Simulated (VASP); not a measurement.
# Ag (Fm-3m) in VASP: a series of runs, part 2 of 2

VASP 6.6.1. Earlier steps stand in the parts before.

## Step 4: Single point, r2SCAN

Contents of POSCAR:

```
Ag
1.0
    0.0000000000      2.0520775136      2.0520775136
    2.0520775136      0.0000000000      2.0520775136
    2.0520775136      2.0520775136      0.0000000000
Ag
1
Direct
    0.0000000000      0.0000000000      0.0000000000
```

Contents of INCAR.step1:

```
ALGO     = Normal         # electronic algorithm
EDIFF    = 1E-4           # SCF threshold, eV
ENCUT    = 520            # plane-wave cutoff, eV
GGA      = PE             # functional
ISMEAR   = 0              # smearing method
LASPH    = T              # aspherical terms in the spheres
LCHARG   = F              # write CHGCAR
LREAL    = F              # projectors in reciprocal space
LWAVE    = T              # write WAVECAR
NBANDS   = 12             # bands
NELM     = 80             # most SCF steps
PREC     = Accurate       # precision mode
SIGMA    = 0.15           # smearing width, eV
```

Contents of INCAR.step2:

```
ALGO     = Normal         # electronic algorithm
EDIFF    = 1E-6           # SCF threshold, eV
ENCUT    = 520            # plane-wave cutoff, eV
ISIF     = 2              # what is computed and relaxed
ISMEAR   = 0              # smearing method
ISTART   = 1            
LASPH    = T              # aspherical terms in the spheres
LCHARG   = F              # write CHGCAR
LMIXTAU  = T            
LREAL    = F              # projectors in reciprocal space
LWAVE    = F              # write WAVECAR
METAGGA  = R2SCAN         # meta-GGA
NBANDS   = 12             # bands
NELM     = 80             # most SCF steps
PREC     = Accurate       # precision mode
SIGMA    = 0.15           # smearing width, eV
```

Contents of KPOINTS:

```
k-points
0
Gamma
  28 28 28
```

Potentials or basis: VASP PAW PBE potentials, release 64 (Ag).

Command:

```sh
cat potpaw_PBE.64/Ag/POTCAR > POTCAR
cp INCAR.step1 INCAR
mpirun -np 1 vasp_std > vasp.out
cp INCAR.step2 INCAR
mpirun -np 1 vasp_std > vasp.out
```

OUTCAR:

```text
EDIFF = 1E-6
   ENCUT = 520
   ISIF = 2
   ISMEAR = 0
   ISTART = 1
   LASPH = T
   LREAL = F
   METAGGA = R2SCAN
   NELM = 80
   PREC = Accurate

 ion  position               nearest neighbor table
   1  0.000  0.000  0.000-

  LATTYP: Found a face centered cubic cell.
 ALAT       =     4.1041550272

  Lattice vectors:

 A1 = (   0.0000000000,   2.0520775136,   2.0520775136)
 A2 = (   2.0520775136,   0.0000000000,   2.0520775136)
 A3 = (   2.0520775136,   2.0520775136,   0.0000000000)

Analysis of symmetry for initial positions (statically):
=====================================================================
 Subroutine PRICEL returns:
 Original cell was already a primitive cell.

 Routine SETGRP: Setting up the symmetry group for a
 face centered cubic supercell.

 Subroutine GETGRP returns: Found 48 space group operations
 (whereof 48 operations were pure point group operations)
 out of a pool of 48 trial point group operations.

The static configuration has the point symmetry O_h .

Analysis of symmetry for dynamics (positions and initial velocities):
=====================================================================
 Subroutine PRICEL returns:
[... 161 lines left out ...]
 Fermi energy:         8.3153910856

 k-point     1 :       0.0000    0.0000    0.0000
  band No.  band energies     occupation
      1       0.3886      2.00000
      2       3.1546      2.00000
      3       3.1546      2.00000
      4       3.1546      2.00000
      5       4.1741      2.00000
      6       4.1741      2.00000
      7      24.8641      0.00000
      8      28.5096      0.00000
      9      28.5096      0.00000
     10      28.5096      0.00000
     11      33.4380      0.00000
     12      34.3978      0.00000
[... 331 lines left out ...]
 k-point    24 :       0.3214    0.0357    0.0000
  band No.  band energies     occupation
      1       1.7960      2.00000
      2       3.2777      2.00000
      3       3.3165      2.00000
      4       4.1143      2.00000
      5       4.5888      2.00000
      6       4.7285      2.00000
      7      17.3589      0.00000
      8      24.9759      0.00000
      9      27.0903      0.00000
     10      28.5843      0.00000
     11      31.2498      0.00000
     12      32.3667      0.00000

 [... further k-points ...]
[... 5 lines left out ...]
  --------------------------------------------------------------------------------------
  -------------------------------------------------------------------------------------
  Total        0.0119803      0.0119803      0.0119803      0.0000000      0.0000000      0.0000000
  in kB        1.1106251      1.1106251      1.1106251      0.0000000      0.0000000      0.0000000
  external PRESSURE =       1.1106251 kB  Pullay stress =       0.0000000 kB

 VOLUME and BASIS-vectors are now :
 -----------------------------------------------------------------------------
  energy-cutoff  :      520.00
  volume of cell :       17.28
      direct lattice vectors                 reciprocal lattice vectors
     0.000000000  2.052077514  2.052077514    -0.243655513  0.243655513  0.243655513
     2.052077514  0.000000000  2.052077514     0.243655513 -0.243655513  0.243655513
     2.052077514  2.052077514  0.000000000     0.243655513  0.243655513 -0.243655513

 POSITION                                       TOTAL-FORCE (eV/Angst)
 -----------------------------------------------------------------------------------
      0.00000      0.00000      0.00000         0.000000      0.000000      0.000000
 -----------------------------------------------------------------------------------
    total drift:                                0.000000     -0.000000     -0.000000

  FREE ENERGIE OF THE ION-ELECTRON SYSTEM (eV)
  ---------------------------------------------------
  free  energy   TOTEN  =       -21.3592898510 eV

  energy  without entropy=      -21.3566089809  energy(sigma->0) =      -21.35794942
```

OSZICAR.step1:

```text
N       E                     dE             d eps       ncg     rms          rms(c)
DAV:   1     0.515050083751E+02    0.51505E+02   -0.54735E+03 15168   0.826E+02
DAV:   2    -0.216224148486E+01   -0.53667E+02   -0.50714E+02 17344   0.192E+02
DAV:   3    -0.296426959199E+01   -0.80203E+00   -0.80156E+00 17768   0.250E+01
DAV:   4    -0.296675757541E+01   -0.24880E-02   -0.24879E-02 17340   0.145E+00
DAV:   5    -0.296677742061E+01   -0.19845E-04   -0.19845E-04 17368   0.117E-01    0.505E+00
DAV:   6    -0.272510489354E+01    0.24167E+00   -0.95383E-01 16376   0.874E+00    0.328E+00
DAV:   7    -0.271733271949E+01    0.77722E-02   -0.95647E-03 17392   0.925E-01    0.186E+00
DAV:   8    -0.271452279795E+01    0.28099E-02   -0.69796E-04 16920   0.198E-01    0.896E-02
DAV:   9    -0.271452940123E+01   -0.66033E-05   -0.78142E-06  9736   0.220E-02
   1 F= -.27145294E+01 E0= -.27131861E+01  d E =-.268656E-02
```

Wall time 3.7 min (1 thread of AMD EPYC 9R45 (Zen 5), shared host); peak memory 0.22 GiB.

What came out:

```
Free energy : -21.3593 eV
Pressure    : 0.1 GPa
```

Levels at points of the mesh, in eV from the Fermi level:
| k point | band 4 | band 5 | band 6 | band 7 | band 8 | band 9 |
| --- | --- | --- | --- | --- | --- | --- |
| (0.00, 0.00, 0.00) | -5.16 | -4.14 | -4.14 | 16.55 | 20.19 | 20.19 |
| (0.50, 0.00, 0.00) | -3.34 | -3.34 | -0.36 | 3.56 | 15.79 | 18.40 |
| (0.50, 0.50, 0.00) | -3.13 | -3.13 | 1.67 | 6.80 | 11.00 | 11.00 |

Caveat: the PAW data sets were made with another functional, which shifts forces and pressure a little.

## Step 5: Single point, r2SCAN

This run uses another cell than the first one, of 17.06 Å³/atom, 0.987 times its volume.

Contents of POSCAR:

```
Ag
1.0
    0.0000000000     -2.0431000000     -2.0431000000
    2.0431000000      0.0000000000     -2.0431000000
    2.0431000000     -2.0431000000      0.0000000000
Ag
1
Direct
    0.0000000000      0.0000000000      0.0000000000
```

Contents of INCAR.step1:

```
SYSTEM = Ag
PREC = Accurate ; ENCUT = 550
ISMEAR = 0 ; SIGMA = 0.1
LREAL = .False. ; LASPH = .True.
NELM = 120 ; NBANDS = 12
GGA = PE ; ALGO = Normal
EDIFF = 1E-5 ; LWAVE = .True.
LCHARG = .False. ; GGA_COMPAT = .False.
```

Contents of INCAR.step2:

```
SYSTEM = Ag
PREC = Accurate ; ENCUT = 550
EDIFF = 1E-6 ; ISMEAR = 0
SIGMA = 0.1 ; LREAL = .False.
LASPH = .True. ; NELM = 120
ALGO = Normal ; ISIF = 2
LWAVE = .False. ; LCHARG = .True.
METAGGA = R2SCAN ; LMIXTAU = .True.
LELF = .True. ; LVHAR = .True.
NBANDS = 12 ; ISTART = 1
GGA_COMPAT = .False.
```

Contents of KPOINTS:

```
regular mesh
0
Gamma
  8 8 8
  0 0 0
```

Potentials or basis: VASP PAW PBE potentials, release 64 (Ag).

Command:

```sh
cat potpaw_PBE.64/Ag/POTCAR > POTCAR
cp INCAR.step1 INCAR
mpirun -np 1 vasp_std > vasp.out
cp INCAR.step2 INCAR
mpirun -np 1 vasp_std > vasp.out
```

OUTCAR:

```text
SYSTEM = Ag
   PREC = Accurate
   ENCUT = 550
   EDIFF = 1E-6
   ISMEAR = 0
   LREAL = .False.
   LASPH = .True.
   NELM = 120
   ISIF = 2
   METAGGA = R2SCAN
   ISTART = 1

 ion  position               nearest neighbor table
   1  0.000  0.000  0.000-

  LATTYP: Found a face centered cubic cell.
 ALAT       =     4.0862000000

  Lattice vectors:

 A1 = (   0.0000000000,  -2.0431000000,  -2.0431000000)
 A2 = (   2.0431000000,   0.0000000000,  -2.0431000000)
 A3 = (   2.0431000000,  -2.0431000000,   0.0000000000)

Analysis of symmetry for initial positions (statically):
=====================================================================
 Subroutine PRICEL returns:
 Original cell was already a primitive cell.

 Routine SETGRP: Setting up the symmetry group for a
 face centered cubic supercell.

 Subroutine GETGRP returns: Found 48 space group operations
 (whereof 48 operations were pure point group operations)
 out of a pool of 48 trial point group operations.

The static configuration has the point symmetry O_h .

Analysis of symmetry for dynamics (positions and initial velocities):
=====================================================================
 Subroutine PRICEL returns:
 Original cell was already a primitive cell.

 Routine SETGRP: Setting up the symmetry group for a
 face centered cubic supercell.

 Subroutine GETGRP returns: Found 48 space group operations
 (whereof 48 operations were pure point group operations)
 out of a pool of 48 trial point group operations.

The dynamic configuration has the point symmetry O_h .

 Subroutine INISYM returns: Found 48 space group operations
 (whereof 48 operations are pure point group operations),
 and found     1 'primitive' translations

----------------------------------------------------------------------------------------

                                     Primitive cell

  volume of cell :      17.0569

  direct lattice vectors                    reciprocal lattice vectors
     0.000000000 -2.043100000 -2.043100000    -0.244726151 -0.244726151 -0.244726151
     2.043100000  0.000000000 -2.043100000     0.244726151  0.244726151 -0.244726151
     2.043100000 -2.043100000  0.000000000     0.244726151 -0.244726151  0.244726151

  length of vectors
     2.889379729  2.889379729  2.889379729     0.423878128  0.423878128  0.423878128

  position of ions in fractional coordinates (direct lattice)
     0.000000000  0.000000000  0.000000000

  ion indices of the primitive-cell ions
   primitive index   ion index
                 1           1

----------------------------------------------------------------------------------------

 KPOINTS: regular mesh

Automatic generation of k-mesh.
 Grid dimensions read from file:
 generate k-points for:    8    8    8

 Generating k-lattice:

  Cartesian coordinates                     Fractional coordinates (reciprocal lattice)
    -0.030590769 -0.030590769 -0.030590769     0.125000000  0.000000000  0.000000000
     0.030590769  0.030590769 -0.030590769     0.000000000  0.125000000  0.000000000
     0.030590769 -0.030590769  0.030590769     0.000000000  0.000000000  0.125000000

  Length of vectors
     0.052984766  0.052984766  0.052984766

  Shift w.r.t. Gamma in fractional coordinates (k-lattice)
     0.000000000  0.000000000  0.000000000

 Subroutine IBZKPT returns following result:
 ===========================================

 Found     29 irreducible k-points:

 Following reciprocal coordinates:
            Coordinates               Weight
  0.000000  0.000000  0.000000      1.000000
  0.125000  0.000000  0.000000      8.000000
  0.250000  0.000000  0.000000      8.000000
  0.375000  0.000000  0.000000      8.000000
  0.500000  0.000000  0.000000      4.000000
  0.125000  0.125000  0.000000      6.000000
[... 16 lines left out ...]
  0.500000  0.250000  0.125000     48.000000
 -0.375000  0.250000  0.125000     24.000000
 [... further k-points ...]
   k-points           NKPTS =     29   k-points in BZ     NKDIM =     29   number of bands    NBANDS=     12
   number of dos      NEDOS =    301   number of ions     NIONS =      1
   total plane-waves  NPLWV =  13824
   dimension x,y,z NGX =    24 NGY =   24 NGZ =   24
   dimension x,y,z NGXF=    48 NGYF=   48 NGZF=   48
   ions per type =               1
   NGX,Y,Z   is equivalent  to a cutoff of  13.81, 13.81, 13.81 a.u.
   NGXF,Y,Z  is equivalent  to a cutoff of  27.62, 27.62, 27.62 a.u.
 SYSTEM =  Ag
   PREC   = accura    normal or accurate (medium, high low for compatibility)
   ISTART =      1    job   : 0-new  1-cont  2-samecut
   ICHARG =      0    charge: 1-file 2-atom 10-const
   ISPIN  =      1    spin polarized calculation?
   LNONCOLLINEAR =      F non collinear calculations
   LSORBIT =      F    spin-orbit coupling
   LASPH  =      T    aspherical Exc in radial PAW
   ENCUT  =  550.0 eV  40.42 Ry    6.36 a.u.   5.53  5.53  5.53*2*pi/ulx,y,z
   NELM   =    120;   NELMIN=  2; NELMDL=  0     # of ELM steps
   EDIFF  = 0.1E-05   stopping-criterion for ELM
   LREAL  =      F    real-space projection
   EDIFFG = 0.1E-04   stopping-criterion for IOM
   NSW    =      0    number of steps for IOM
   IBRION =     -1    ionic relax: 0-MD 1-quasi-New 2-CG
   NFREE  =      0    steps in history (QN), initial steepest desc. (CG)
   ISIF   =      2    stress and relaxation
   ISYM   =      2    0-nonsym 1-usesym 2-fastsym
   POTIM  = 0.5000    time-step for ionic-motion
   TEBEG  =    0.0;   TEEND  =   0.0 temperature during run
   PSTRESS=    0.0 pullay stress
   NELECT =      11.0000    total number of electrons
   NUPDOWN=      -1.0000    fix difference up-down
   EMIN   =  10.00;   EMAX   =-10.00  energy-range for DOS
   EFERMI =   0.00;   METHOD = LEGACY
   ISMEAR =     0;   SIGMA  =   0.10  broadening in eV -4-tet -1-fermi 0-gaus
   EFERMI_NEDOS =   21; number of points for ismear=-14 and -15
   IALGO  =     38    algorithm
   IMIX   =      4    mixing-type and parameters
     AMIX     =   0.40;   BMIX     =  1.00
     AMIX_MAG =   1.60;   BMIX_MAG =  1.00
  volume/ion in A,a.u.               =      17.06       115.11
  Fermi-wavevector in a.u.,A,eV,Ry     =   1.414402  2.672832 27.218893  2.000532
  Thomas-Fermi vector in A             =   2.535948
   LORBIT       =      0    0 simple, 1 ext, 2 COOP (PROOUT), +10 PAW based schemes
   METAGGA = R2SCAN    functional components
   LHFCALC =     F    Hartree Fock is set to
   AEXX    =    0.0000 exact exchange contribution
   IVDW    =     0    specifies the selected vdW correction
   LEPSILON=     F    determine dielectric tensor
   LRPA    =     F    only Hartree local field effects (RPA)
 non-spin polarized calculation
 Gauss-broadening in eV      SIGMA  =   0.10
  energy-cutoff  :      550.00
  volume of cell :       17.06
 maximum number of plane-waves:       531
 NGX is ok and might be reduce to    24
   NGX = 11   NGY = 11   NGZ = 11

 number of electron      10.9999999 magnetization

 Free energy of the ion-electron system (eV)
  ---------------------------------------------------
  ext. energy  EPLUGINS =         0.00000000
  ---------------------------------------------------
  free energy    TOTEN  =       -21.32672673 eV

  energy without entropy =      -21.32362884  energy(sigma->0) =      -21.32517778

 E-fermi :   8.2020     XC(G=0): -12.9621

 val. band max:        8.1257460696   @ k =   0.5000   0.2500   0.1250
 cond. band min:       8.6581775467   @ k =   0.5000   0.3750   0.1250
 fundamental gap:      0.5324314771
 Fermi energy:         8.2020187332

 k-point     1 :       0.0000    0.0000    0.0000
  band No.  band energies     occupation
      1       0.4730      2.00000
      2       3.2952      2.00000
      3       3.2952      2.00000
      4       3.2952      2.00000
      5       4.3407      2.00000
      6       4.3407      2.00000
      7      25.0883      0.00000
      8      28.8067      0.00000
      9      28.8067      0.00000
     10      28.8067      0.00000
     11      33.7552      0.00000
     12      34.8164      0.00000
[... 331 lines left out ...]
 k-point    24 :      -0.3750    0.2500    0.1250
  band No.  band energies     occupation
      1       2.3727      2.00000
      2       2.8386      2.00000
      3       3.7653      2.00000
      4       3.9060      2.00000
      5       5.0826      2.00000
      6      10.8193      0.00000
      7      12.5213      0.00000
      8      21.3337      0.00000
      9      21.4744      0.00000
     10      27.6688      0.00000
     11      32.4974      0.00000
     12      36.7656      0.00000

 [... further k-points ...]
[... 5 lines left out ...]
  --------------------------------------------------------------------------------------
  -------------------------------------------------------------------------------------
  Total        0.2263479      0.2263479      0.2263479      0.0000000      0.0000000      0.0000000
  in kB       21.2612190     21.2612190     21.2612190      0.0000000      0.0000000      0.0000000
  external PRESSURE =      21.2612190 kB  Pullay stress =       0.0000000 kB

 VOLUME and BASIS-vectors are now :
 -----------------------------------------------------------------------------
  energy-cutoff  :      550.00
  volume of cell :       17.06
      direct lattice vectors                 reciprocal lattice vectors
     0.000000000 -2.043100000 -2.043100000    -0.244726151 -0.244726151 -0.244726151
     2.043100000  0.000000000 -2.043100000     0.244726151  0.244726151 -0.244726151
     2.043100000 -2.043100000  0.000000000     0.244726151 -0.244726151  0.244726151

 POSITION                                       TOTAL-FORCE (eV/Angst)
 -----------------------------------------------------------------------------------
      0.00000      0.00000      0.00000         0.000000     -0.000000     -0.000000
 -----------------------------------------------------------------------------------
    total drift:                                0.000000     -0.000000     -0.000000

  FREE ENERGIE OF THE ION-ELECTRON SYSTEM (eV)
  ---------------------------------------------------
  free  energy   TOTEN  =       -21.3267267287 eV

  energy  without entropy=      -21.3236288356  energy(sigma->0) =      -21.32517778
```

It took 64 s on 1 thread of AMD EPYC 7R13, shared host; peak memory 0.12 GiB.

Results:

| Property | Result |
| --- | --- |
| Free energy | -21.3267 eV |
| Pressure | 2.1 GPa |

Levels at points of the mesh, in eV from the Fermi level:
| k point | band 3 | band 4 | band 5 | band 6 | band 7 | band 8 | band 9 | band 10 |
| --- | --- | --- | --- | --- | --- | --- | --- | --- |
| (0.00, 0.00, 0.00) | -4.91 | -4.91 | -3.86 | -3.86 | 16.89 | 20.60 | 20.60 | 20.60 |
| (0.50, 0.00, 0.00) | -4.93 | -3.04 | -3.04 | -0.11 | 3.94 | 16.12 | 18.84 | 18.84 |
| (0.50, 0.50, 0.00) | -3.08 | -2.83 | -2.83 | 1.96 | 7.20 | 11.36 | 11.36 | 17.91 |

Caveat: the PAW data sets were made with another functional, which shifts forces and pressure a little.

## Step 6: The runs side by side

```csv
cell,k mesh,cutoff (eV),smearing,gap on the mesh (eV),pressure (GPa)
"a = 2.902 Å, angles 60.0°, 1 atom",18 × 18 × 18,520,gaussian 0.1 eV,none,0.1
"a = 2.902 Å, angles 60.0°, 1 atom",26 × 26 × 26,520,gaussian 0.15 eV,none,0.1
"a = 2.902 Å, angles 60.0°, 1 atom",28 × 28 × 28,520,gaussian 0.15 eV,none,0.1
"a = 2.889 Å, angles 60.0°, 1 atom",8 × 8 × 8,550,gaussian 0.1 eV,none,2.1
```

Alike in all rows: task single point; level r2SCAN; potentials or basis VASP PAW PBE potentials, release 64 (Ag); no spin polarisation.

Every run on the cell as given and a fine mesh finds a metal.

Caveats: the PAW data sets were made with another functional, which shifts forces and pressure a little.

Total energies depend on the potentials used, so only differences within one code and one set of settings carry meaning.
